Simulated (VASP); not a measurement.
Set up this calculation in VASP 6.6.1, as the native input.

```
Task                   : single point
Functional             : PBE
Potentials or basis    : VASP PAW PBE potentials, release 64 (Zr_sv, N)
Cutoff                 : 600 eV
k mesh                 : 8 × 8 × 8
Occupations            : fermi-dirac, width 0.1 eV
Spin                   : no spin polarisation
Dipole correction      : no
Further INCAR settings : ALGO = Normal; EDIFF = 1e-06; NBANDS = 16
```

The structure of ZrN lies in POSCAR:

```
ZrN
1.0
    0.0000000000      2.3000000000      2.3000000000
    2.3000000000      0.0000000000      2.3000000000
    2.3000000000      2.3000000000      0.0000000000
Zr N
1 1
Direct
    0.5000000000      0.5000000000      0.5000000000
    0.0000000000      0.0000000000      0.0000000000
```

The input as run:

INCAR

```
SYSTEM = ZrN
ALGO = Normal
EDIFF = 1E-6
ENCUT = 600
GGA = PE
GGA_COMPAT = .FALSE.
ISIF = 2
ISMEAR = -1
LASPH = .TRUE.
LCHARG = .FALSE.
LREAL = .FALSE.
LWAVE = .FALSE.
NBANDS = 16
NELM = 120
PREC = Accurate
SIGMA = 0.1
```

KPOINTS

```
k-points
0
G
  8 8 8
  0 0 0
```

Potentials or basis: VASP PAW PBE potentials, release 64 (Zr_sv, N).

Launch:

```sh
$ cat potpaw_PBE.64/Zr_sv/POTCAR potpaw_PBE.64/N/POTCAR > POTCAR
$ mpirun -np 1 vasp_std > vasp.out
```

Results of the run:

```json
{
 "Pressure": "-0.4 GPa"
}
```

Wall time 24 s on 1 thread of Intel Xeon 8259CL, with other jobs on the host, peak memory 0.16 GiB.
